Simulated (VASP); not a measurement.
# Ag (Fm-3m) in VASP: single point with LDA

Aim: the single point of Ag with LDA.

Program: VASP 6.6.1. These are calculated values, not measurements. Logs are shortened: lines on timing, memory, paths and dates and some standing lists are left out, and cuts for length are marked.

**1. The cell of the first run**

It takes space group Fm-3m (No. 225, cubic). Conventional cell: a = 4.000 Å, b = 4.000 Å, c = 4.000 Å, α = 90.00°, β = 90.00°, γ = 90.00°. Ag (site symmetry m-3m) has 12 Ag at 2.83 Å within 3.7 Å.

**2. Single point, LDA**

File INCAR:

```
PREC     = Accurate       # precision mode
ENCUT    = 520            # plane-wave cutoff, eV
EDIFF    = 1E-7           # SCF threshold, eV
ISMEAR   = 0              # smearing method
SIGMA    = 0.1            # smearing width, eV
LREAL    = F              # projectors in reciprocal space
LASPH    = T              # aspherical terms in the spheres
NELM     = 80             # most SCF steps
ALGO     = Fast           # electronic algorithm
ISIF     = 2              # what is computed and relaxed
LWAVE    = F              # write WAVECAR
LCHARG   = F              # write CHGCAR
GGA      = CA             # functional
NBANDS   = 12             # bands
```

File KPOINTS:

```
regular mesh
0
Gamma
  34 34 34
```

File POSCAR:

```
Ag
1.0
    0.0000000000      2.0001127891      2.0001127891
    2.0001127891      0.0000000000      2.0001127891
    2.0001127891      2.0001127891      0.0000000000
Ag
1
Direct
    0.0000000000      0.0000000000      0.0000000000
```

Potentials or basis: VASP PAW LDA potentials, release 64 (Ag).

Started as:

```sh
$ cat potpaw_LDA.64/Ag/POTCAR > POTCAR
$ mpirun -np 1 vasp_std > vasp.out
```

OUTCAR:

```text
PREC = Accurate
   ENCUT = 520
   EDIFF = 1E-7
   ISMEAR = 0
   LREAL = F
   LASPH = T
   NELM = 80
   ISIF = 2
   GGA = CA

 ion  position               nearest neighbor table
   1  0.000  0.000  0.000-

  LATTYP: Found a face centered cubic cell.
 ALAT       =     4.0002255782

  Lattice vectors:

 A1 = (   0.0000000000,   2.0001127891,   2.0001127891)
 A2 = (   2.0001127891,   0.0000000000,   2.0001127891)
 A3 = (   2.0001127891,   2.0001127891,   0.0000000000)

Analysis of symmetry for initial positions (statically):
=====================================================================
 Subroutine PRICEL returns:
 Original cell was already a primitive cell.

 Routine SETGRP: Setting up the symmetry group for a
 face centered cubic supercell.

 Subroutine GETGRP returns: Found 48 space group operations
 (whereof 48 operations were pure point group operations)
 out of a pool of 48 trial point group operations.

The static configuration has the point symmetry O_h .

Analysis of symmetry for dynamics (positions and initial velocities):
=====================================================================
 Subroutine PRICEL returns:
 Original cell was already a primitive cell.

 Routine SETGRP: Setting up the symmetry group for a
 face centered cubic supercell.

 Subroutine GETGRP returns: Found 48 space group operations
 (whereof 48 operations were pure point group operations)
 out of a pool of 48 trial point group operations.

The dynamic configuration has the point symmetry O_h .

 Subroutine INISYM returns: Found 48 space group operations
 (whereof 48 operations are pure point group operations),
 and found     1 'primitive' translations

----------------------------------------------------------------------------------------

                                     Primitive cell

  volume of cell :      16.0027

  direct lattice vectors                    reciprocal lattice vectors
     0.000000000  2.000112789  2.000112789    -0.249985902  0.249985902  0.249985902
     2.000112789  0.000000000  2.000112789     0.249985902 -0.249985902  0.249985902
     2.000112789  2.000112789  0.000000000     0.249985902  0.249985902 -0.249985902

  length of vectors
     2.828586633  2.828586633  2.828586633     0.432988284  0.432988284  0.432988284

  position of ions in fractional coordinates (direct lattice)
     0.000000000  0.000000000  0.000000000

  ion indices of the primitive-cell ions
   primitive index   ion index
                 1           1

----------------------------------------------------------------------------------------

 KPOINTS: regular mesh

Automatic generation of k-mesh.
 Grid dimensions read from file:
 generate k-points for:   34   34   34

 Generating k-lattice:

  Cartesian coordinates                     Fractional coordinates (reciprocal lattice)
    -0.007352527  0.007352527  0.007352527     0.029411765  0.000000000  0.000000000
     0.007352527 -0.007352527  0.007352527     0.000000000  0.029411765  0.000000000
     0.007352527  0.007352527 -0.007352527     0.000000000  0.000000000  0.029411765

  Length of vectors
     0.012734950  0.012734950  0.012734950

  Shift w.r.t. Gamma in fractional coordinates (k-lattice)
     0.000000000  0.000000000  0.000000000

 Subroutine IBZKPT returns following result:
 ===========================================

 Found   1059 irreducible k-points:

 Following reciprocal coordinates:
            Coordinates               Weight
  0.000000  0.000000  0.000000      1.000000
  0.029412  0.000000  0.000000      8.000000
  0.058824  0.000000  0.000000      8.000000
  0.088235  0.000000  0.000000      8.000000
  0.117647  0.000000  0.000000      8.000000
  0.147059  0.000000  0.000000      8.000000
[... 16 lines left out ...]
  0.147059  0.029412  0.000000     24.000000
  0.176471  0.029412  0.000000     24.000000
 [... further k-points ...]
   k-points           NKPTS =   1059   k-points in BZ     NKDIM =   1059   number of bands    NBANDS=     12
   number of dos      NEDOS =    301   number of ions     NIONS =      1
   total plane-waves  NPLWV =  13824
   dimension x,y,z NGX =    24 NGY =   24 NGZ =   24
   dimension x,y,z NGXF=    48 NGYF=   48 NGZF=   48
   ions per type =               1
   NGX,Y,Z   is equivalent  to a cutoff of  14.11, 14.11, 14.11 a.u.
   NGXF,Y,Z  is equivalent  to a cutoff of  28.21, 28.21, 28.21 a.u.
 SYSTEM =  unknown system
   PREC   = accura    normal or accurate (medium, high low for compatibility)
   ISTART =      0    job   : 0-new  1-cont  2-samecut
   ICHARG =      2    charge: 1-file 2-atom 10-const
   ISPIN  =      1    spin polarized calculation?
   LNONCOLLINEAR =      F non collinear calculations
   LSORBIT =      F    spin-orbit coupling
   LASPH  =      T    aspherical Exc in radial PAW
   ENCUT  =  520.0 eV  38.22 Ry    6.18 a.u.   5.26  5.26  5.26*2*pi/ulx,y,z
   NELM   =     80;   NELMIN=  2; NELMDL= -5     # of ELM steps
   EDIFF  = 0.1E-06   stopping-criterion for ELM
   LREAL  =      F    real-space projection
   EDIFFG = 0.1E-05   stopping-criterion for IOM
   NSW    =      0    number of steps for IOM
   IBRION =     -1    ionic relax: 0-MD 1-quasi-New 2-CG
   NFREE  =      0    steps in history (QN), initial steepest desc. (CG)
   ISIF   =      2    stress and relaxation
   ISYM   =      2    0-nonsym 1-usesym 2-fastsym
   POTIM  = 0.5000    time-step for ionic-motion
   TEBEG  =    0.0;   TEEND  =   0.0 temperature during run
   PSTRESS=    0.0 pullay stress
   NELECT =      11.0000    total number of electrons
   NUPDOWN=      -1.0000    fix difference up-down
   EMIN   =  10.00;   EMAX   =-10.00  energy-range for DOS
   EFERMI =   0.00;   METHOD = LEGACY
   ISMEAR =     0;   SIGMA  =   0.10  broadening in eV -4-tet -1-fermi 0-gaus
   EFERMI_NEDOS =   21; number of points for ismear=-14 and -15
   IALGO  =     68    algorithm
   IMIX   =      4    mixing-type and parameters
     AMIX     =   0.40;   BMIX     =  1.00
     AMIX_MAG =   1.60;   BMIX_MAG =  1.00
  volume/ion in A,a.u.               =      16.00       107.99
  Fermi-wavevector in a.u.,A,eV,Ry     =   1.444801  2.730277 28.401464  2.087449
  Thomas-Fermi vector in A             =   2.563055
   LORBIT       =      0    0 simple, 1 ext, 2 COOP (PROOUT), +10 PAW based schemes
   GGA     = CA    functional components
   LHFCALC =     F    Hartree Fock is set to
   AEXX    =    0.0000 exact exchange contribution
   IVDW    =     0    specifies the selected vdW correction
   LEPSILON=     F    determine dielectric tensor
   LRPA    =     F    only Hartree local field effects (RPA)
 non-spin polarized calculation
 RMM-DIIS sequential band-by-band and
 Gauss-broadening in eV      SIGMA  =   0.10
  energy-cutoff  :      520.00
  volume of cell :       16.00
 maximum number of plane-waves:       445
 NGX is ok and might be reduce to    24
   NGX = 11   NGY = 11   NGZ = 11

 number of electron      11.0000002 magnetization

 Free energy of the ion-electron system (eV)
  ---------------------------------------------------
  ext. energy  EPLUGINS =         0.00000000
  ---------------------------------------------------
  free energy    TOTEN  =        -3.78272445 eV

  energy without entropy =       -3.78134444  energy(sigma->0) =       -3.78203444

 E-fermi :   9.1358     XC(G=0): -12.9606

 val. band max:        9.1279380475   @ k =   0.4706   0.3824   0.0588
 cond. band min:       9.1358764573   @ k =   0.5000   0.2647   0.0882
 fundamental gap:      0.0079384099
 Fermi energy:         9.1357713509

 k-point     1 :       0.0000    0.0000    0.0000
  band No.  band energies     occupation
      1       0.7644      2.00000
      2       4.0542      2.00000
      3       4.0542      2.00000
      4       4.0542      2.00000
      5       5.2330      2.00000
      6       5.2330      2.00000
      7      25.2097      0.00000
      8      29.0942      0.00000
      9      29.0942      0.00000
     10      29.0942      0.00000
     11      34.2763      0.00000
     12      35.7062      0.00000

 k-point     2 :       0.0294    0.0000    0.0000
  band No.  band energies     occupation
      1       0.7931      2.00000
      2       4.0465      2.00000
      3       4.0628      2.00000
      4       4.0628      2.00000
      5       5.2293      2.00000
      6       5.2293      2.00000
      7      25.2255      0.00000
      8      28.8365      0.00000
      9      29.1125      0.00000
     10      29.1125      0.00000
     11      34.4351      0.00000
     12      35.6517      0.00000

 k-point     3 :       0.0588    0.0000    0.0000
  band No.  band energies     occupation
      1       0.8786      2.00000
      2       4.0249      2.00000
      3       4.0879      2.00000
      4       4.0879      2.00000
      5       5.2193      2.00000
      6       5.2193      2.00000
      7      25.2611      0.00000
      8      28.1898      0.00000
      9      29.1654      0.00000
     10      29.1654      0.00000
     11      34.4477      0.00000
     12      35.5335      0.00000

 k-point     4 :       0.0882    0.0000    0.0000
  band No.  band energies     occupation
      1       1.0182      2.00000
      2       3.9930      2.00000
      3       4.1267      2.00000
      4       4.1267      2.00000
      5       5.2058      2.00000
      6       5.2058      2.00000
      7      25.2672      0.00000
      8      27.3787      0.00000
      9      29.2472      0.00000
     10      29.2472      0.00000
     11      33.9951      0.00000
     12      35.2707      0.00000

 k-point     5 :       0.1176    0.0000    0.0000
  band No.  band energies     occupation
      1       1.2068      2.00000
      2       3.9580      2.00000
      3       4.1741      2.00000
      4       4.1741      2.00000
      5       5.1940      2.00000
      6       5.1940      2.00000
      7      25.0872      0.00000
      8      26.6528      0.00000
      9      29.3475      0.00000
     10      29.3475      0.00000
     11      33.4361      0.00000
     12      34.9173      0.00000
[... 228 lines left out ...]
      1       0.9909      2.00000
      2       3.9863      2.00000
      3       4.1234      2.00000
      4       4.1287      2.00000
      5       5.1723      2.00000
      6       5.2426      2.00000
      7      25.2916      0.00000
      8      27.6382      0.00000
      9      28.9377      0.00000
     10      29.3103      0.00000
     11      34.2056      0.00000
     12      35.1862      0.00000

 k-point    22 :       0.1176    0.0294    0.0000
  band No.  band energies     occupation
      1       1.1636      2.00000
      2       3.9501      2.00000
      3       4.1685      2.00000
      4       4.1752      2.00000
      5       5.1484      2.00000
      6       5.2413      2.00000
      7      25.2071      0.00000
      8      26.8458      0.00000
      9      28.9276      0.00000
     10      29.5156      0.00000
     11      33.5897      0.00000
     12      34.9072      0.00000

 k-point    23 :       0.1471    0.0294    0.0000
  band No.  band energies     occupation
      1       1.3798      2.00000
      2       3.9170      2.00000
      3       4.2187      2.00000
      4       4.2244      2.00000
      5       5.1319      2.00000
      6       5.2461      2.00000
      7      24.7475      0.00000
      8      26.3464      0.00000
      9      28.9226      0.00000
     10      29.7445      0.00000
     11      32.9863      0.00000
     12      34.5804      0.00000

 k-point    24 :       0.1765    0.0294    0.0000
  band No.  band energies     occupation
      1       1.6264      2.00000
      2       3.9020      2.00000
      3       4.2644      2.00000
      4       4.2677      2.00000
      5       5.1334      2.00000
      6       5.2651      2.00000
      7      23.8593      0.00000
      8      26.1941      0.00000
      9      28.9060      0.00000
     10      29.9861      0.00000
     11      32.4650      0.00000
     12      34.2358      0.00000

 [... further k-points ...]
[... 5 lines left out ...]
  --------------------------------------------------------------------------------------
  -------------------------------------------------------------------------------------
  Total        0.0171902      0.0171902      0.0171902     -0.0000000      0.0000000     -0.0000000
  in kB        1.7210664      1.7210664      1.7210664     -0.0000000      0.0000000     -0.0000000
  external PRESSURE =       1.7210664 kB  Pullay stress =       0.0000000 kB

 VOLUME and BASIS-vectors are now :
 -----------------------------------------------------------------------------
  energy-cutoff  :      520.00
  volume of cell :       16.00
      direct lattice vectors                 reciprocal lattice vectors
     0.000000000  2.000112789  2.000112789    -0.249985902  0.249985902  0.249985902
     2.000112789  0.000000000  2.000112789     0.249985902 -0.249985902  0.249985902
     2.000112789  2.000112789  0.000000000     0.249985902  0.249985902 -0.249985902

 POSITION                                       TOTAL-FORCE (eV/Angst)
 -----------------------------------------------------------------------------------
      0.00000      0.00000      0.00000         0.000000      0.000000      0.000000
 -----------------------------------------------------------------------------------
    total drift:                               -0.000000      0.000000      0.000000

  FREE ENERGIE OF THE ION-ELECTRON SYSTEM (eV)
  ---------------------------------------------------
  free  energy   TOTEN  =        -3.7827244451 eV

  energy  without entropy=       -3.7813444371  energy(sigma->0) =       -3.78203444
```

It took 2.2 min on 1 thread of Intel Xeon Platinum 8259CL at 2.50GHz (Skylake/Cascade Lake), shared host; peak memory 0.3 GiB.

Results:

- Free energy: -3.7827 eV
- Pressure: 0.2 GPa
